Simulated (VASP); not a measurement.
# Bi2Te3 (R-3m) in VASP: a series of runs

The runs below take Bi2Te3 through electric field gradients, with PBE.

Program: VASP 6.6.1. These are calculated values, not measurements. Logs are shortened: lines on timing, memory, paths and dates and some standing lists are left out, and cuts for length are marked.

**1. The cell of the first run**

The structure is trigonal, space group R-3m (No. 166). The conventional cell has a = 4.327 Å, b = 4.327 Å, c = 30.085 Å, α = 90.00°, β = 90.00°, γ = 120.00°. Bi (site symmetry 3m) has 6 Te at 3.03 to 3.20 Å within 4.0 Å. Within 4.5 Å of Te (site symmetry -3m) lie 6 Bi at 3.20 Å and 12 Te at 4.33 to 4.49 Å. Te (site symmetry 3m) has 3 Bi at 3.03 Å and 3 Te at 3.59 Å within 4.0 Å.

**2. Electric field gradients, PBE (32.52 Å³/atom)**

INCAR reads:

```
SYSTEM = Bi2Te3
ALGO     = Normal         ! electronic algorithm
EDIFF    = 1E-8           ! SCF threshold, eV
ENCUT    = 520            ! plane-wave cutoff, eV
GGA      = PE             ! functional
ISIF     = 2              ! what is computed and relaxed
ISMEAR   = -1             ! smearing method
LASPH    = .True.         ! aspherical terms in the spheres
LCHARG   = .False.        ! write CHGCAR
LEFG     = .True.       
LREAL    = .False.        ! projectors in reciprocal space
LWAVE    = .False.        ! write WAVECAR
NBANDS   = 32             ! bands
NELM     = 80             ! most SCF steps
PREC     = Accurate       ! precision mode
SIGMA    = 0.08           ! smearing width, eV
```

KPOINTS reads:

```
k-points
0
Gamma
  7 7 7
  0 0 0
```

POSCAR reads:

```
Bi2Te3
1.0
    2.1633617825      1.2490175074     10.0282792391
   -2.1633617825      1.2490175074     10.0282792391
    0.0000000000     -2.4980350149     10.0282792391
Bi Te
2 3
Direct
    0.4000000000      0.4000000000      0.4000000000
    0.6000000000      0.6000000000      0.6000000000
    0.0000000000      0.0000000000      0.0000000000
    0.2095000000      0.2095000000      0.2095000000
    0.7905000000      0.7905000000      0.7905000000
```

Potentials or basis: VASP PAW PBE potentials, release 64 (Bi_d, Te).

On the command line:

```console
$ cat potpaw_PBE.64/Bi_d/POTCAR potpaw_PBE.64/Te/POTCAR > POTCAR
$ mpirun -np 1 vasp_std > vasp.out
```

OUTCAR:

```text
SYSTEM = Bi2Te3
   EDIFF = 1E-8
   ENCUT = 520
   GGA = PE
   ISIF = 2
   ISMEAR = -1
   LASPH = .True.
   LREAL = .False.
   NELM = 80
   PREC = Accurate

 ion  position               nearest neighbor table
   1  0.400  0.400  0.400-   5 3.03   5 3.03   5 3.03   3 3.20   3 3.20   3 3.20
   2  0.600  0.600  0.600-   4 3.03   4 3.03   4 3.03   3 3.20   3 3.20   3 3.20
   3  0.000  0.000  0.000-   2 3.20   1 3.20   2 3.20   2 3.20   1 3.20   1 3.20
   4  0.209  0.209  0.209-   2 3.03   2 3.03   2 3.03   5 3.59   5 3.59   5 3.59
   5  0.791  0.791  0.791-   1 3.03   1 3.03   1 3.03   4 3.59   4 3.59   4 3.59

  LATTYP: Found a trigonal (rhomboedric) cell.
 ALAT       =    10.3347260938
 COS(alpha) =     0.9123624232

  Lattice vectors:

 A1 = (   2.1633617825,   1.2490175074,  10.0282792391)
 A2 = (  -2.1633617825,   1.2490175074,  10.0282792391)
 A3 = (   0.0000000000,  -2.4980350149,  10.0282792391)

Analysis of symmetry for initial positions (statically):
=====================================================================
 Subroutine PRICEL returns:
 Original cell was already a primitive cell.

 Routine SETGRP: Setting up the symmetry group for a
 trigonal (rhombohedral) supercell.

 Subroutine GETGRP returns: Found 12 space group operations
 (whereof 12 operations were pure point group operations)
 out of a pool of 12 trial point group operations.

The static configuration has the point symmetry D_3d.

Analysis of symmetry for dynamics (positions and initial velocities):
=====================================================================
 Subroutine PRICEL returns:
 Original cell was already a primitive cell.

 Routine SETGRP: Setting up the symmetry group for a
 trigonal (rhombohedral) supercell.

 Subroutine GETGRP returns: Found 12 space group operations
 (whereof 12 operations were pure point group operations)
 out of a pool of 12 trial point group operations.

The dynamic configuration has the point symmetry D_3d.

 Subroutine INISYM returns: Found 12 space group operations
 (whereof 12 operations are pure point group operations),
 and found     1 'primitive' translations

[... 147 lines left out ...]

 E-fermi :   6.9176     XC(G=0):  -9.5127

 val. band max:        6.7893771087   @ k =   0.0000   0.0000   0.0000
 cond. band min:       7.0433184438   @ k =   0.0000   0.0000   0.0000
 fundamental gap:      0.2539413350
 Fermi energy:         6.9175800469

 k-point     1 :       0.0000    0.0000    0.0000
  band No.  band energies     occupation
      1     -16.5137      2.00000
      2     -16.5137      2.00000
      3     -16.5118      2.00000
      4     -16.5118      2.00000
      5     -16.5018      2.00000
      6     -16.5001      2.00000
[... 829 lines left out ...]
     31      11.0612      0.00000
     32      11.1224      0.00000

 [... further k-points ...]

------------------------ aborting loop because EDIFF is reached ----------------------------------------

  FORCE on cell =-STRESS in cart. coord.  units (eV):
  Direction    XX          YY          ZZ          XY          YZ          ZX
  --------------------------------------------------------------------------------------
  -------------------------------------------------------------------------------------
  Total        4.4384172      4.4384172      4.3933779      0.0000000     -0.0000000      0.0000000
  in kB       43.7384470     43.7384470     43.2946068      0.0000000     -0.0000000      0.0000000
  external PRESSURE =      43.5905003 kB  Pullay stress =       0.0000000 kB

 VOLUME and BASIS-vectors are now :
 -----------------------------------------------------------------------------
  energy-cutoff  :      520.00
  volume of cell :      162.58
      direct lattice vectors                 reciprocal lattice vectors
     2.163361782  1.249017507 10.028279239     0.231121768  0.133438215  0.033239335
    -2.163361782  1.249017507 10.028279239    -0.231121768  0.133438215  0.033239335
     0.000000000 -2.498035015 10.028279239     0.000000000 -0.266876430  0.033239335

 POSITION                                       TOTAL-FORCE (eV/Angst)
 -----------------------------------------------------------------------------------
      0.00000     -0.00000     12.03394         0.000000      0.000000     -0.081895
      0.00000     -0.00000     18.05090         0.000000     -0.000000      0.081895
      0.00000      0.00000      0.00000         0.000000     -0.000000      0.000000
      0.00000     -0.00000      6.30277         0.000000      0.000000     -0.241081
      0.00000     -0.00000     23.78206         0.000000     -0.000000      0.241081
 -----------------------------------------------------------------------------------
    total drift:                               -0.000000     -0.000000     -0.000000

  FREE ENERGIE OF THE ION-ELECTRON SYSTEM (eV)
  ---------------------------------------------------
  free  energy   TOTEN  =       -18.2046758351 eV

  energy  without entropy=      -18.2031955675  energy(sigma->0) =      -18.20393570

 Electric field gradients (V/A^2)
---------------------------------------------------------------------
 ion       V_xx      V_yy      V_zz      V_xy      V_xz      V_yz
---------------------------------------------------------------------
   1     -13.657   -13.657    27.314     0.000     0.000     0.000
   2     -13.657   -13.657    27.314     0.000     0.000     0.000
   3     -47.015   -47.015    94.030     0.000    -0.000     0.000
   4      -4.081    -4.081     8.162    -0.000     0.000     0.000
   5      -4.081    -4.081     8.162    -0.000    -0.000     0.000
---------------------------------------------------------------------

 Electric field gradients after diagonalization (V/A^2)
 (convention: |V_zz| > |V_xx| > |V_yy|)
----------------------------------------------------------------------
 ion       V_xx      V_yy      V_zz     asymmetry (V_yy - V_xx)/ V_zz
----------------------------------------------------------------------
   1     -13.657   -13.657    27.314       0.000
   2     -13.657   -13.657    27.314       0.000
   3     -47.015   -47.015    94.030       0.000
   4      -4.081    -4.081     8.162       0.000
   5      -4.081    -4.081     8.162       0.000
----------------------------------------------------------------------

           NMR quadrupolar parameters

 Cq : quadrupolar parameter    Cq=e*Q*V_zz/h
 eta: asymmetry parameters     (V_yy - V_xx)/ V_zz
 Q  : nuclear electric quadrupole moment in mb (millibarn)
----------------------------------------------------------------------
 ion       Cq(MHz)       eta       Q (mb)
----------------------------------------------------------------------
   1       0.066       0.000       1.000
   2       0.066       0.000       1.000
   3       0.227       0.000       1.000
   4       0.020       0.000       1.000
   5       0.020       0.000       1.000
----------------------------------------------------------------------
```

stdout:

```text
POSCAR found type information on POSCAR BiTe
 POSCAR found :  2 types and       5 ions
 scaLAPACK will be used
 LDA part: xc-table for (Slater+PW92), standard interpolation
 POSCAR, INCAR and KPOINTS ok, starting setup
 FFT: planning ... GRIDC
 FFT: planning ... GRID_SOFT
 FFT: planning ... GRID
 WAVECAR not read
 entering main loop
ion   1

ion   2

ion   3

ion   4

ion   5
```

It took 14 min on 1 thread of Intel Xeon Platinum 8559C (Emerald Rapids), shared host; peak memory 0.97 GiB.

What came out:

```
Free energy                             : -18.2047 eV
Pressure                                : 4.4 GPa
Largest force                           : 0.241 eV/Å
Band gap on the k mesh                  : 0.25 eV
Largest electric field gradient by atom : Bi +27.3; Te +94.0, +8.2 (each value once) V/Å²
```

Forces on the atoms (eV/Å):
```
Bi   0.000  0.000 -0.082
Bi   0.000  0.000  0.082
Te   0.000  0.000  0.000
Te   0.000  0.000 -0.241
Te   0.000  0.000  0.241
```

Electric field gradients, principal values (V/Å²):
| atom | least | middle | greatest (by size) |
| --- | --- | --- | --- |
| 1 Bi | -13.657 | -13.657 | 27.314 |
| 2 Bi | -13.657 | -13.657 | 27.314 |
| 3 Te | -47.015 | -47.015 | 94.030 |
| 4 Te | -4.081 | -4.081 | 8.162 |
| 5 Te | -4.081 | -4.081 | 8.162 |

Caveat: the cell stands under pressure; without QUAD_EFG the Cq values of the log hold for a quadrupole moment of 1 mb, not for the nuclei; spin-orbit coupling is left out, which moves the levels of the heavy elements; an odd mesh through Γ misses points on the zone boundary, where band edges can lie.

[end of part 1 of 2]
